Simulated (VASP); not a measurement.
# PbS in VASP: notebook

PbS is run at these levels: PBE; tasks: single point.

All numbers are computed with VASP 6.6.1; they aren't measurements. Logs are shortened: lines on timing, memory, paths and dates and some standing lists are left out, and cuts for length are marked.

## 1. The cell of the first run

The cell holds a slab with vacuum, 4 atoms: a = 4.046 Å, b = 4.046 Å, c = 11.519 Å, α = 93.75°, β = 93.75°, γ = 89.21°.

## 2. Single point, PBE (volume scaled by 0.94)

The input, INCAR:

```
ALGO = Normal ; EDIFF = 1E-6
ENCUT = 500 ; GGA = PE
GGA_COMPAT = F ; ISIF = 2
ISMEAR = -1 ; LASPH = T
LCHARG = F ; LREAL = F
LWAVE = F ; NBANDS = 28
NELM = 120 ; PREC = Accurate
SIGMA = 0.01
```

The input, KPOINTS:

```
k-points
0
Gamma
  7 7 3
```

The input, POSCAR:

```
PbS
1.0
    2.8804729527     -2.8407997153      0.0000000000
    2.8804729527      2.8407997153      0.0000000000
   -1.0580019767      0.0000000000     11.4702578269
Pb S
2 2
Direct
    0.7756000000      0.7756000000      0.6363800000
    0.2244000000      0.2244000000      0.3636200000
    0.2684000000      0.2684000000      0.5986000000
    0.7316000000      0.7316000000      0.4014000000
```

Potentials or basis: VASP PAW PBE potentials, release 64 (Pb_d, S).

Launch:

```console
$ cat potpaw_PBE.64/Pb_d/POTCAR potpaw_PBE.64/S/POTCAR > POTCAR
$ mpirun -np 1 vasp_std > vasp.out
```

OUTCAR:

```text
EDIFF = 1E-6
   ENCUT = 500
   GGA = PE
   ISIF = 2
   ISMEAR = -1
   LASPH = T
   LREAL = F
   NELM = 120
   PREC = Accurate

 ion  position               nearest neighbor table
   1  0.776  0.776  0.636-   4 2.70   3 2.87   3 2.87   3 2.91   3 2.91
   2  0.224  0.224  0.364-   3 2.70   4 2.87   4 2.87   4 2.91   4 2.91
   3  0.268  0.268  0.599-   2 2.70   1 2.87   1 2.87   1 2.91   1 2.91
   4  0.732  0.732  0.401-   1 2.70   2 2.87   2 2.87   2 2.91   2 2.91

  LATTYP: Found a base centered monoclinic cell.
 ALAT       =     5.7609459054
 B/A-ratio  =     0.9862268322
 C/A-ratio  =     1.9994891546
 COS(beta)  =    -0.0918488301

  Lattice vectors:

 A1 = (   2.8804729527,  -2.8407997153,   0.0000000000)
 A2 = (   2.8804729527,   2.8407997153,   0.0000000000)
 A3 = (  -1.0580019767,   0.0000000000,  11.4702578269)

Analysis of symmetry for initial positions (statically):
=====================================================================
 Subroutine PRICEL returns:
 Original cell was already a primitive cell.

 Routine SETGRP: Setting up the symmetry group for a
 base centered monoclinic supercell.

 Subroutine GETGRP returns: Found  4 space group operations
 (whereof  4 operations were pure point group operations)
 out of a pool of  4 trial point group operations.

The static configuration has the point symmetry C_2h.

Analysis of symmetry for dynamics (positions and initial velocities):
=====================================================================
 Subroutine PRICEL returns:
 Original cell was already a primitive cell.

 Routine SETGRP: Setting up the symmetry group for a
 base centered monoclinic supercell.

 Subroutine GETGRP returns: Found  4 space group operations
 (whereof  4 operations were pure point group operations)
 out of a pool of  4 trial point group operations.

The dynamic configuration has the point symmetry C_2h.

 Subroutine INISYM returns: Found  4 space group operations
 (whereof  4 operations are pure point group operations),
 and found     1 'primitive' translations

----------------------------------------------------------------------------------------

                                     Primitive cell

  volume of cell :     187.7187
[... 88 lines left out ...]
   LNONCOLLINEAR =      F non collinear calculations
   LSORBIT =      F    spin-orbit coupling
   LASPH  =      T    aspherical Exc in radial PAW
   ENCUT  =  500.0 eV  36.75 Ry    6.06 a.u.   7.38  7.38 21.00*2*pi/ulx,y,z
   NELM   =    120;   NELMIN=  2; NELMDL= -5     # of ELM steps
   EDIFF  = 0.1E-05   stopping-criterion for ELM
   LREAL  =      F    real-space projection
   EDIFFG = 0.1E-04   stopping-criterion for IOM
   NSW    =      0    number of steps for IOM
   IBRION =     -1    ionic relax: 0-MD 1-quasi-New 2-CG
   NFREE  =      0    steps in history (QN), initial steepest desc. (CG)
   ISIF   =      2    stress and relaxation
   ISYM   =      2    0-nonsym 1-usesym 2-fastsym
   POTIM  = 0.5000    time-step for ionic-motion
   TEBEG  =    0.0;   TEEND  =   0.0 temperature during run
   PSTRESS=    0.0 pullay stress
   NELECT =      40.0000    total number of electrons
   NUPDOWN=      -1.0000    fix difference up-down
   EMIN   =  10.00;   EMAX   =-10.00  energy-range for DOS
   EFERMI =   0.00;   METHOD = LEGACY
   ISMEAR =    -1;   SIGMA  =   0.01  broadening in eV -4-tet -1-fermi 0-gaus
   EFERMI_NEDOS =   21; number of points for ismear=-14 and -15
   IALGO  =     38    algorithm
   IMIX   =      4    mixing-type and parameters
     AMIX     =   0.40;   BMIX     =  1.00
     AMIX_MAG =   1.60;   BMIX_MAG =  1.00
  volume/ion in A,a.u.               =      46.93       316.70
  Fermi-wavevector in a.u.,A,eV,Ry     =   0.977820  1.847812 13.008968  0.956132
  Thomas-Fermi vector in A             =   2.108547
   LORBIT       =      0    0 simple, 1 ext, 2 COOP (PROOUT), +10 PAW based schemes
   GGA     = PE    functional components
   LHFCALC =     F    Hartree Fock is set to
   AEXX    =    0.0000 exact exchange contribution
   IVDW    =     0    specifies the selected vdW correction
   LEPSILON=     F    determine dielectric tensor
   LRPA    =     F    only Hartree local field effects (RPA)
 non-spin polarized calculation
  energy-cutoff  :      500.00
  volume of cell :      187.72
 maximum number of plane-waves:      4819
 NGX is ok and might be reduce to    30
   NGX = 15   NGY = 15   NGZ = 41

 number of electron      39.9999988 magnetization

 Free energy of the ion-electron system (eV)
  ---------------------------------------------------
  ext. energy  EPLUGINS =         0.00000000
  ---------------------------------------------------
  free energy    TOTEN  =       -17.09264780 eV

  energy without entropy =      -17.09264780  energy(sigma->0) =      -17.09264780

 E-fermi :   1.3630     XC(G=0):  -6.1149

 val. band max:        1.1076472065   @ k =   0.0000   0.0000   0.0000
 cond. band min:       2.2680017318   @ k =   0.0000   0.0000   0.3333
 fundamental gap:      1.1603545253
 Fermi energy:         1.3629915534

 k-point     1 :       0.0000    0.0000    0.0000
  band No.  band energies     occupation
      1     -15.2742      2.00000
      2     -15.1610      2.00000
      3     -15.1543      2.00000
      4     -15.1495      2.00000
      5     -15.1058      2.00000
      6     -15.1021      2.00000
[... 733 lines left out ...]
     27       6.3562      0.00000
     28       7.8260      0.00000

 [... further k-points ...]

------------------------ aborting loop because EDIFF is reached ----------------------------------------

  FORCE on cell =-STRESS in cart. coord.  units (eV):
  Direction    XX          YY          ZZ          XY          YZ          ZX
  --------------------------------------------------------------------------------------
  -------------------------------------------------------------------------------------
  Total        3.0696517      4.4452594      0.2925466      0.0000000      0.0000000     -0.0117405
  in kB       26.1994447     37.9402425      2.4968822      0.0000000      0.0000000     -0.1002052
  external PRESSURE =      22.2121898 kB  Pullay stress =       0.0000000 kB

 VOLUME and BASIS-vectors are now :
 -----------------------------------------------------------------------------
  energy-cutoff  :      500.00
  volume of cell :      187.72
      direct lattice vectors                 reciprocal lattice vectors
     2.880472953 -2.840799715  0.000000000     0.173582605 -0.176006776  0.016011038
     2.880472953  2.840799715  0.000000000     0.173582605  0.176006776  0.016011038
    -1.058001977  0.000000000 11.470257827     0.000000000  0.000000000  0.087181998

 POSITION                                       TOTAL-FORCE (eV/Angst)
 -----------------------------------------------------------------------------------
      3.79490      0.00000      7.29944        -0.002051      0.000000      0.056905
      0.90805      0.00000      4.17082         0.002051      0.000000     -0.056905
      0.91292      0.00000      6.86610        -0.002256      0.000000      0.072079
      3.79003      0.00000      4.60416         0.002256      0.000000     -0.072079
 -----------------------------------------------------------------------------------
    total drift:                               -0.000000     -0.000000      0.000000

  FREE ENERGIE OF THE ION-ELECTRON SYSTEM (eV)
  ---------------------------------------------------
  free  energy   TOTEN  =       -17.0926477990 eV

  energy  without entropy=      -17.0926477989  energy(sigma->0) =      -17.09264780
```

stdout:

```text
POSCAR found type information on POSCAR PbS
 POSCAR found :  2 types and       4 ions
 scaLAPACK will be used
 LDA part: xc-table for (Slater+PW92), standard interpolation
 POSCAR, INCAR and KPOINTS ok, starting setup
 FFT: planning ... GRIDC
 FFT: planning ... GRID_SOFT
 FFT: planning ... GRID
 WAVECAR not read
 entering main loop
```

Wall time 96 s (1 thread of Intel Xeon 6975P-C (Granite Rapids), shared host); peak memory 0.35 GiB.

Results:

```
Free energy            : -17.0926 eV
Largest force          : 0.072 eV/Å
Band gap on the k mesh : 1.16 eV, indirect (the least direct gap lies 0.4 meV higher)
```

Forces in eV/Å, atoms in the order of the input:
```
Pb  -0.002  0.000  0.057
Pb   0.002  0.000 -0.057
S   -0.002  0.000  0.072
S    0.002  0.000 -0.072
```

Levels at points of the mesh, in eV from the valence-band top:
```tsv
k point	band 16	band 17	band 18	band 19	band 20	band 21	band 22	band 23	band 24	band 25
(0.00, 0.00, 0.00)	-2.84	-2.69	-1.63	-1.51	0.00	1.28	2.95	4.82	5.43	5.66
```

Caveat: spin-orbit coupling is left out, which moves the levels of the heavy elements.

## 3. Single point, PBE (volume scaled by 0.98)

The input, INCAR:

```
PREC     = Accurate       # precision mode
ENCUT    = 500            # plane-wave cutoff, eV
EDIFF    = 1E-6           # SCF threshold, eV
ISMEAR   = -1             # smearing method
SIGMA    = 0.01           # smearing width, eV
LREAL    = False          # projectors in reciprocal space
LASPH    = True           # aspherical terms in the spheres
NELM     = 120            # most SCF steps
ALGO     = Normal         # electronic algorithm
ISIF     = 2              # what is computed and relaxed
LWAVE    = False          # write WAVECAR
LCHARG   = False          # write CHGCAR
GGA      = PE             # functional
NBANDS   = 28             # bands
GGA_COMPAT= False
```

The input, KPOINTS:

```
regular mesh
0
Gamma
  7 7 3
```

The input, POSCAR:

```
PbS
1.0
    2.9207645060     -2.8805363263      0.0000000000
    2.9207645060      2.8805363263      0.0000000000
   -1.0728011239      0.0000000000     11.6307017932
Pb S
2 2
Direct
    0.7756000000      0.7756000000      0.6363800000
    0.2244000000      0.2244000000      0.3636200000
    0.2684000000      0.2684000000      0.5986000000
    0.7316000000      0.7316000000      0.4014000000
```

Potentials or basis: VASP PAW PBE potentials, release 64 (Pb_d, S).

Launch:

```console
$ cat potpaw_PBE.64/Pb_d/POTCAR potpaw_PBE.64/S/POTCAR > POTCAR
$ mpirun -np 1 vasp_std > vasp.out
```

Wall time 2 min (1 thread of Intel Xeon 6975P-C (Granite Rapids), shared host); peak memory 0.37 GiB.

It converged, with:

| Property | Result |
| --- | --- |
| Free energy | -17.1693 eV |
| Largest force | 0.267 eV/Å |
| Band gap on the k mesh | 1.24 eV, indirect (the least direct gap lies 0.3 meV higher) |

Forces on the atoms (eV/Å):
```
Pb  -0.002  0.000 -0.267
Pb   0.002  0.000  0.267
S   -0.003  0.000 -0.024
S    0.003  0.000  0.024
```

Levels at points of the mesh, in eV from the valence-band top:
```tsv
k point	band 18	band 19	band 20	band 21	band 22	band 23
(0.00, 0.00, 0.00)	-1.50	-1.38	0.00	1.35	2.98	4.94
```

Caveat: spin-orbit coupling is left out, which moves the levels of the heavy elements.

## 4. Single point, PBE (volume scaled by 1.01)

The input, INCAR:

```
SYSTEM = PbS
  PREC = Accurate
  ENCUT = 500
  EDIFF = 1E-6
  ISMEAR = -1
  SIGMA = 0.01
  LREAL = .False.
  LASPH = .True.
  NELM = 120
  ALGO = Normal
  ISIF = 2
  LWAVE = .False.
  LCHARG = .False.
  GGA = PE
  NBANDS = 28
  GGA_COMPAT = .False.
```

The input, KPOINTS:

```
Automatic mesh
0
Gamma
  7 7 3
  0 0 0
```

The input, POSCAR:

```
PbS
1.0
    2.9502691748     -2.9096346223      0.0000000000
    2.9502691748      2.9096346223      0.0000000000
   -1.0836382323      0.0000000000     11.7481915815
Pb S
2 2
Direct
    0.7756000000      0.7756000000      0.6363800000
    0.2244000000      0.2244000000      0.3636200000
    0.2684000000      0.2684000000      0.5986000000
    0.7316000000      0.7316000000      0.4014000000
```

Launch:

```console
$ cat potpaw_PBE.64/Pb_d/POTCAR potpaw_PBE.64/S/POTCAR > POTCAR
$ mpirun -np 1 vasp_std > vasp.out
```

It took 2.3 min on 1 thread of Intel Xeon 6975P-C (Granite Rapids), shared host; peak memory 0.37 GiB.

The run converged. Its results:

```yaml
Free_energy: -17.1849 eV
Largest_force: 0.478 eV/Å
Band_gap_on_the_k_mesh: 1.28 eV, direct
```

Forces in eV/Å, atoms in the order of the input:
```
Pb  -0.001  0.000 -0.478
Pb   0.001  0.000  0.478
S   -0.004  0.000 -0.085
S    0.004  0.000  0.085
```

Levels at points of the mesh, in eV from the valence-band top:
```csv
k point,band 16,band 17,band 18,band 19,band 20,band 21,band 22,band 23,band 24,band 25
"(0.00, 0.00, 0.00)",-2.51,-2.37,-1.41,-1.29,0.00,1.39,3.00,5.02,5.16,5.39
```

Caveat: spin-orbit coupling is left out, which moves the levels of the heavy elements.

## 5. Single point, PBE (volume scaled by 1.04)

The input, INCAR:

```
SYSTEM = PbS
  ALGO = Normal
  EDIFF = 1E-6
  ENCUT = 500
  GGA = PE
  GGA_COMPAT = .False.
  ISIF = 2
  ISMEAR = -1
  LASPH = .True.
  LCHARG = .True.
  LELF = .True.
  LREAL = .False.
  LVHAR = .True.
  LWAVE = .False.
  NBANDS = 28
  NELM = 120
  PREC = Accurate
  SIGMA = 0.01
```

The input, KPOINTS:

```
k-points
0
Gamma
  7 7 3
  0 0 0
```

The input, POSCAR:

```
PbS
1.0
    2.9791952269     -2.9381622711      0.0000000000
    2.9791952269      2.9381622711      0.0000000000
   -1.0942628141      0.0000000000     11.8633772756
Pb S
2 2
Direct
    0.7756000000      0.7756000000      0.6363800000
    0.2244000000      0.2244000000      0.3636200000
    0.2684000000      0.2684000000      0.5986000000
    0.7316000000      0.7316000000      0.4014000000
```

Launch:

```console
$ cat potpaw_PBE.64/Pb_d/POTCAR potpaw_PBE.64/S/POTCAR > POTCAR
$ mpirun -np 1 vasp_std > vasp.out
```

It took 2 min on 1 thread of Intel Xeon 6975P-C (Granite Rapids), shared host; peak memory 0.4 GiB.

Results (log left out):

| Property | Result |
| --- | --- |
| Free energy | -17.1703 eV |
| Largest force | 0.666 eV/Å |
| Band gap on the k mesh | 1.32 eV, direct |

Forces in eV/Å, atoms in the order of the input:
```
Pb  -0.001  0.000 -0.666
Pb   0.001  0.000  0.666
S   -0.005  0.000 -0.140
S    0.005  0.000  0.140
```

Levels at points of the mesh, in eV from the valence-band top:
| k point | band 17 | band 18 | band 19 | band 20 | band 21 | band 22 | band 23 | band 24 |
| --- | --- | --- | --- | --- | --- | --- | --- | --- |
| (0.00, 0.00, 0.00) | -2.24 | -1.32 | -1.21 | 0.00 | 1.42 | 3.01 | 5.05 | 5.10 |

Caveat: spin-orbit coupling is left out, which moves the levels of the heavy elements.

## 6. Summary

| cell | gap on the mesh (eV) | largest force (eV/Å) |
| --- | --- | --- |
| a = 4.046, b = 4.046, c = 11.519 Å, angles 93.7, 93.7, 89.2°, 4 atoms | 1.16 | 0.07 |
| a = 4.102, b = 4.102, c = 11.680 Å, angles 93.7, 93.7, 89.2°, 4 atoms | 1.24 | 0.27 |
| a = 4.144, b = 4.144, c = 11.798 Å, angles 93.7, 93.7, 89.2°, 4 atoms | 1.28 | 0.48 |
| a = 4.184, b = 4.184, c = 11.914 Å, angles 93.7, 93.7, 89.2°, 4 atoms | 1.32 | 0.67 |

Alike in all rows: task single point; level PBE; potentials or basis VASP PAW PBE potentials, release 64 (Pb_d, S); no spin polarisation; k mesh 7 × 7 × 3; cutoff (eV) 500; smearing fermi-dirac 0.01 eV.

Caveats: spin-orbit coupling is left out, which moves the levels of the heavy elements.

Absolute energies hang on the potentials; compare differences alone.
